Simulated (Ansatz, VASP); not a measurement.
**One calculation of Na, two programs**

File INCAR:

```
SYSTEM = Na
ALGO = Normal
EDIFF = 1E-6
ENCUT = 500
GGA = CA
GGA_COMPAT = .False.
ISIF = 2
ISMEAR = 0
LASPH = .True.
LCHARG = .False.
LREAL = .False.
LWAVE = .False.
NBANDS = 10
NELM = 120
PREC = Accurate
SIGMA = 0.05
```

The input KPOINTS:

```
k-points
0
Gamma
  8 8 8
  0 0 0
```

POSCAR

```
Na
1.0
   -2.1691742836      2.1691742836      2.1691742836
    2.1691742836     -2.1691742836      2.1691742836
    2.1691742836      2.1691742836     -2.1691742836
Na
1
Direct
    0.0000000000      0.0000000000      0.0000000000
```

Input for Ansatz:

```yaml
crystal:
  lattice:
    - [-2.1691742835789993, 2.1691742835789993, 2.1691742835789993]
    - [2.1691742835789993, -2.1691742835789993, 2.1691742835789993]
    - [2.1691742835789993, 2.1691742835789993, -2.1691742835789993]
  atoms:
    - { symbol: Na, position: [0.0, 0.0, 0.0] }
basis:
  ecutwfc: 421.77648681281397
kpoints:
  mp_grid:
    grid: [8, 8, 8]
hamiltonian:
  xc: lda
scf:
  occupations:
    method: gaussian
    width: 0.05
output:
  stress: true
```

Alike in both runs: task single point; functional LDA; k mesh 8 × 8 × 8; occupations gaussian, width 0.05 eV; no spin polarisation.

|  | VASP | Ansatz |
| --- | --- | --- |
| version | VASP 6.6.1 | Ansatz 0.2.0 |
| potentials or method | VASP PAW LDA potentials, release 64 (Na_pv), cutoff 500 eV | plane waves, PAW |
| valence electrons in the cell | 7 | 9 |

```csv
,VASP,Ansatz,Ansatz less VASP
pressure (GPa),-1.3,-1.3,+0.03
```

LDA's correlation is that of Perdew and Zunger in VASP and of Perdew and Wang (1992) in Ansatz. VASP's potentials hold 7 valence electrons a cell and Ansatz's 9, so a difference there can come from the potentials and not from the codes.
